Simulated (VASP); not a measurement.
# Ag in VASP: single point with PBE

Aim: the single point of Ag with PBE.

Program: VASP 6.6.1. These are calculated values, not measurements. Logs are shortened: lines on timing, memory, paths and dates and some standing lists are left out, and cuts for length are marked.

## (1) The cell of the first run

The cell holds a slab with vacuum, 4 atoms: a = 2.932 Å, b = 2.932 Å, c = 23.183 Å, α = 90.00°, β = 90.00°, γ = 120.00°.

## (2) Single point, PBE

File INCAR:

```
SYSTEM = Ag
ALGO = Normal
EDIFF = 1E-6
ENCUT = 520
GGA = PE
ISIF = 2
ISMEAR = -1
LASPH = .True.
LCHARG = .False.
LREAL = .False.
LWAVE = .False.
NBANDS = 30
NELM = 60
PREC = Accurate
SIGMA = 0.05
```

File KPOINTS:

```
k-points
0
Gamma
  14 14 1
  0 0 0
```

File POSCAR:

```
Ag
1.0
    2.9322829450      0.0000000000      0.0000000000
   -1.4661414725      2.5394315215      0.0000000000
    0.0000000000      0.0000000000     23.1826000000
Ag
4
Direct
    0.0000000000      0.0000000000      0.3462808475
    0.3333333333      0.6666666667      0.4490450075
    0.6666666667      0.3333333333      0.5509549916
    0.0000000000      0.0000000000      0.6537191526
```

Potentials or basis: VASP PAW PBE potentials, release 64 (Ag).

On the command line:

```sh
cat potpaw_PBE.64/Ag/POTCAR > POTCAR
mpirun -np 1 vasp_std > vasp.out
```

OUTCAR:

```text
SYSTEM = Ag
   EDIFF = 1E-6
   ENCUT = 520
   GGA = PE
   ISIF = 2
   ISMEAR = -1
   LASPH = .True.
   LREAL = .False.
   NELM = 60
   PREC = Accurate

 ion  position               nearest neighbor table
   1  0.000  0.000  0.346-   2 2.92   2 2.92   2 2.92
   2  0.333  0.667  0.449-   3 2.91   3 2.91   3 2.91   1 2.92   1 2.92   1 2.92
   3  0.667  0.333  0.551-   2 2.91   2 2.91   2 2.91   4 2.92   4 2.92   4 2.92
   4  0.000  0.000  0.654-   3 2.92   3 2.92   3 2.92

  LATTYP: Found a hexagonal cell.
 ALAT       =     2.9322829450
 C/A-ratio  =     7.9059901227

  Lattice vectors:

 A1 = (   2.9322829450,   0.0000000000,   0.0000000000)
 A2 = (  -1.4661414725,   2.5394315215,   0.0000000000)
 A3 = (   0.0000000000,   0.0000000000,  23.1826000000)

Analysis of symmetry for initial positions (statically):
=====================================================================
 Subroutine PRICEL returns:
 Original cell was already a primitive cell.

 Routine SETGRP: Setting up the symmetry group for a
 hexagonal supercell.

 Subroutine GETGRP returns: Found 12 space group operations
 (whereof 12 operations were pure point group operations)
 out of a pool of 24 trial point group operations.

The static configuration has the point symmetry D_3d.

Analysis of symmetry for dynamics (positions and initial velocities):
=====================================================================
 Subroutine PRICEL returns:
 Original cell was already a primitive cell.

 Routine SETGRP: Setting up the symmetry group for a
 hexagonal supercell.

 Subroutine GETGRP returns: Found 12 space group operations
 (whereof 12 operations were pure point group operations)
 out of a pool of 24 trial point group operations.

The dynamic configuration has the point symmetry D_3d.

 Subroutine INISYM returns: Found 12 space group operations
 (whereof 12 operations are pure point group operations),
 and found     1 'primitive' translations

----------------------------------------------------------------------------------------

                                     Primitive cell

  volume of cell :     172.6253

  direct lattice vectors                    reciprocal lattice vectors
     2.932282945  0.000000000  0.000000000     0.341031210  0.196894461  0.000000000
    -1.466141472  2.539431522  0.000000000     0.000000000  0.393788921  0.000000000
     0.000000000  0.000000000 23.182600000     0.000000000  0.000000000  0.043135800

  length of vectors
     2.932282945  2.932282945 23.182600000     0.393788921  0.393788921  0.043135800

  position of ions in fractional coordinates (direct lattice)
     0.000000000  0.000000000  0.346280847
     0.333333333  0.666666667  0.449045007
     0.666666667  0.333333333  0.550954992
     0.000000000  0.000000000  0.653719153

  ion indices of the primitive-cell ions
   primitive index   ion index
                 1           1
                 2           2
                 3           3
                 4           4

----------------------------------------------------------------------------------------

 KPOINTS: k-points

Automatic generation of k-mesh.
 Grid dimensions read from file:
 generate k-points for:   14   14    1

 Generating k-lattice:

  Cartesian coordinates                     Fractional coordinates (reciprocal lattice)
     0.024359372  0.014063890  0.000000000     0.071428571  0.000000000  0.000000000
     0.000000000  0.028127780  0.000000000     0.000000000  0.071428571  0.000000000
     0.000000000  0.000000000  0.043135800     0.000000000  0.000000000  1.000000000

  Length of vectors
     0.028127780  0.028127780  0.043135800

  Shift w.r.t. Gamma in fractional coordinates (k-lattice)
     0.000000000  0.000000000  0.000000000

 Subroutine IBZKPT returns following result:
 ===========================================

 Found     24 irreducible k-points:

 Following reciprocal coordinates:
            Coordinates               Weight
  0.000000  0.000000  0.000000      1.000000
  0.071429 -0.000000  0.000000      6.000000
  0.142857 -0.000000  0.000000      6.000000
  0.214286  0.000000  0.000000      6.000000
  0.285714  0.000000  0.000000      6.000000
  0.357143 -0.000000  0.000000      6.000000
[... 16 lines left out ...]
  0.285714  0.285714  0.000000      6.000000
  0.357143  0.285714  0.000000      6.000000
   k-points           NKPTS =     24   k-points in BZ     NKDIM =     24   number of bands    NBANDS=     30
   number of dos      NEDOS =    301   number of ions     NIONS =      4
   total plane-waves  NPLWV = 103680
   dimension x,y,z NGX =    24 NGY =   24 NGZ =  180
   dimension x,y,z NGXF=    48 NGYF=   48 NGZF=  360
   ions per type =               4
   NGX,Y,Z   is equivalent  to a cutoff of  13.61, 13.61, 12.91 a.u.
   NGXF,Y,Z  is equivalent  to a cutoff of  27.21, 27.21, 25.82 a.u.
 SYSTEM =  Ag
   PREC   = accura    normal or accurate (medium, high low for compatibility)
   ISTART =      0    job   : 0-new  1-cont  2-samecut
   ICHARG =      2    charge: 1-file 2-atom 10-const
   ISPIN  =      1    spin polarized calculation?
   LNONCOLLINEAR =      F non collinear calculations
   LSORBIT =      F    spin-orbit coupling
   LASPH  =      T    aspherical Exc in radial PAW
   ENCUT  =  520.0 eV  38.22 Ry    6.18 a.u.   5.45  5.45 43.10*2*pi/ulx,y,z
   NELM   =     60;   NELMIN=  2; NELMDL= -5     # of ELM steps
   EDIFF  = 0.1E-05   stopping-criterion for ELM
   LREAL  =      F    real-space projection
   EDIFFG = 0.1E-04   stopping-criterion for IOM
   NSW    =      0    number of steps for IOM
   IBRION =     -1    ionic relax: 0-MD 1-quasi-New 2-CG
   NFREE  =      0    steps in history (QN), initial steepest desc. (CG)
   ISIF   =      2    stress and relaxation
   ISYM   =      2    0-nonsym 1-usesym 2-fastsym
   POTIM  = 0.5000    time-step for ionic-motion
   TEBEG  =    0.0;   TEEND  =   0.0 temperature during run
   PSTRESS=    0.0 pullay stress
   NELECT =      44.0000    total number of electrons
   NUPDOWN=      -1.0000    fix difference up-down
   EMIN   =  10.00;   EMAX   =-10.00  energy-range for DOS
   EFERMI =   0.00;   METHOD = LEGACY
   ISMEAR =    -1;   SIGMA  =   0.05  broadening in eV -4-tet -1-fermi 0-gaus
   EFERMI_NEDOS =   21; number of points for ismear=-14 and -15
   IALGO  =     38    algorithm
   IMIX   =      4    mixing-type and parameters
     AMIX     =   0.40;   BMIX     =  1.00
     AMIX_MAG =   1.60;   BMIX_MAG =  1.00
  volume/ion in A,a.u.               =      43.16       291.23
  Fermi-wavevector in a.u.,A,eV,Ry     =   1.037985  1.961506 14.659079  1.077412
  Thomas-Fermi vector in A             =   2.172448
   LORBIT       =      0    0 simple, 1 ext, 2 COOP (PROOUT), +10 PAW based schemes
   GGA     = PE    functional components
   LHFCALC =     F    Hartree Fock is set to
   AEXX    =    0.0000 exact exchange contribution
   IVDW    =     0    specifies the selected vdW correction
   LEPSILON=     F    determine dielectric tensor
   LRPA    =     F    only Hartree local field effects (RPA)
 non-spin polarized calculation
  energy-cutoff  :      520.00
  volume of cell :      172.63
 maximum number of plane-waves:      4743
 NGX is ok and might be reduce to    24
   NGX = 11   NGY = 11   NGZ = 87

 number of electron      44.0000012 magnetization

 Free energy of the ion-electron system (eV)
  ---------------------------------------------------
  ext. energy  EPLUGINS =         0.00000000
  ---------------------------------------------------
  free energy    TOTEN  =       -10.20516957 eV

  energy without entropy =      -10.19764849  energy(sigma->0) =      -10.20140903

 E-fermi :   0.6347     XC(G=0):  -5.6302

 val. band max:        0.6100079724   @ k =   0.4286   0.0714   0.0000
 cond. band min:       0.6484645595   @ k =   0.3571  -0.0000   0.0000
 fundamental gap:      0.0384565871
 Fermi energy:         0.6346600929

 k-point     1 :       0.0000    0.0000    0.0000
  band No.  band energies     occupation
      1      -6.4646      2.00000
      2      -5.5955      2.00000
      3      -5.3446      2.00000
      4      -5.1860      2.00000
      5      -3.9819      2.00000
      6      -3.9557      2.00000
[... 22 lines left out ...]
     29       6.3204      0.00000
     30       8.1750      0.00000

 k-point     2 :       0.0714   -0.0000    0.0000
  band No.  band energies     occupation
      1      -6.3310      2.00000
      2      -5.4753      2.00000
      3      -5.2530      2.00000
      4      -5.0861      2.00000
      5      -4.0502      2.00000
      6      -4.0021      2.00000
[... 22 lines left out ...]
     29       6.4174      0.00000
     30       8.2935      0.00000

 k-point     3 :       0.1429   -0.0000    0.0000
  band No.  band energies     occupation
      1      -5.9578      2.00000
      2      -5.1769      2.00000
      3      -5.0092      2.00000
      4      -4.8369      2.00000
      5      -4.2431      2.00000
      6      -4.1012      2.00000
[... 22 lines left out ...]
     29       6.7167      0.00000
     30       8.6492      0.00000

 k-point     4 :       0.2143    0.0000    0.0000
  band No.  band energies     occupation
      1      -5.4720      2.00000
      2      -4.9670      2.00000
      3      -4.7983      2.00000
      4      -4.6049      2.00000
      5      -4.4094      2.00000
      6      -4.2093      2.00000
[... 22 lines left out ...]
     29       7.2369      0.00000
     30       9.2383      0.00000

 k-point     5 :       0.2857    0.0000    0.0000
  band No.  band energies     occupation
      1      -5.1851      2.00000
      2      -5.0325      2.00000
      3      -4.8559      2.00000
      4      -4.7078      2.00000
      5      -4.5469      2.00000
      6      -4.3199      2.00000
[... 22 lines left out ...]
     29       7.9833      0.00000
     30       8.7937      0.00000
[... 526 lines left out ...]
     29       8.4611      0.00000
     30       8.7133      0.00000

 k-point    22 :       0.3571    0.2143    0.0000
  band No.  band energies     occupation
      1      -5.0119      2.00000
      2      -4.8524      2.00000
      3      -4.7776      2.00000
      4      -4.5521      2.00000
      5      -4.4460      2.00000
      6      -4.3841      2.00000
[... 22 lines left out ...]
     29       8.0386      0.00000
     30       8.3600      0.00000

 k-point    23 :       0.2857    0.2857    0.0000
  band No.  band energies     occupation
      1      -4.8736      2.00000
      2      -4.8234      2.00000
      3      -4.6127      2.00000
      4      -4.4565      2.00000
      5      -4.4361      2.00000
      6      -4.2614      2.00000
[... 22 lines left out ...]
     29       7.5323      0.00000
     30       8.1062      0.00000

 k-point    24 :       0.3571    0.2857    0.0000
  band No.  band energies     occupation
      1      -4.8569      2.00000
      2      -4.7286      2.00000
      3      -4.6511      2.00000
      4      -4.4726      2.00000
      5      -4.4461      2.00000
      6      -4.2334      2.00000
[... 22 lines left out ...]
     29       7.2791      0.00000
     30       7.6360      0.00000

------------------------ aborting loop because EDIFF is reached ----------------------------------------

  FORCE on cell =-STRESS in cart. coord.  units (eV):
  Direction    XX          YY          ZZ          XY          YZ          ZX
  --------------------------------------------------------------------------------------
  -------------------------------------------------------------------------------------
  Total       -0.7423242     -0.7423242     -0.1135845      0.0000000      0.0000000      0.0000000
  in kB       -6.8896899     -6.8896899     -1.0542051      0.0000000      0.0000000      0.0000000
  external PRESSURE =      -4.9445283 kB  Pullay stress =       0.0000000 kB

 VOLUME and BASIS-vectors are now :
 -----------------------------------------------------------------------------
  energy-cutoff  :      520.00
  volume of cell :      172.63
      direct lattice vectors                 reciprocal lattice vectors
     2.932282945  0.000000000  0.000000000     0.341031210  0.196894461  0.000000000
    -1.466141472  2.539431522  0.000000000     0.000000000  0.393788921  0.000000000
     0.000000000  0.000000000 23.182600000     0.000000000  0.000000000  0.043135800

 POSITION                                       TOTAL-FORCE (eV/Angst)
 -----------------------------------------------------------------------------------
      0.00000      0.00000      8.02769        -0.000000     -0.000000      0.012037
     -0.00000      1.69295     10.41003         0.000000     -0.000000     -0.002021
      1.46614      0.84648     12.77257        -0.000000      0.000000      0.002021
      0.00000      0.00000     15.15491         0.000000      0.000000     -0.012037
 -----------------------------------------------------------------------------------
    total drift:                               -0.000000      0.000000      0.000012

  FREE ENERGIE OF THE ION-ELECTRON SYSTEM (eV)
  ---------------------------------------------------
  free  energy   TOTEN  =       -10.2051695696 eV

  energy  without entropy=      -10.1976484908  energy(sigma->0) =      -10.20140903
```

It took 2.7 min on 1 thread of Intel Xeon Platinum 8259CL at 2.50GHz (Skylake/Cascade Lake), shared host; peak memory 0.34 GiB.

What came out:

```yaml
Free_energy: -10.2052 eV
Largest_force: 0.012 eV/Å
Band_gap_on_the_k_mesh: zero (band 22 reaches 3.54 eV, above the bottom of band 23 at -2.35 eV)
```

Forces on the atoms (eV/Å):
```
Ag   0.000  0.000  0.012
Ag   0.000  0.000 -0.002
Ag   0.000  0.000  0.002
Ag   0.000  0.000 -0.012
```

Levels at points of the mesh, in eV from the Fermi level:
```
           k point  band 20  band 21  band 22  band 23  band 24  band 25
(0.00, 0.00, 0.00)    -3.23    -3.22    -2.98    -2.98    -0.88     0.38
(0.50, 0.00, 0.00)    -2.71     0.18     0.91     1.40     1.65     3.84
```
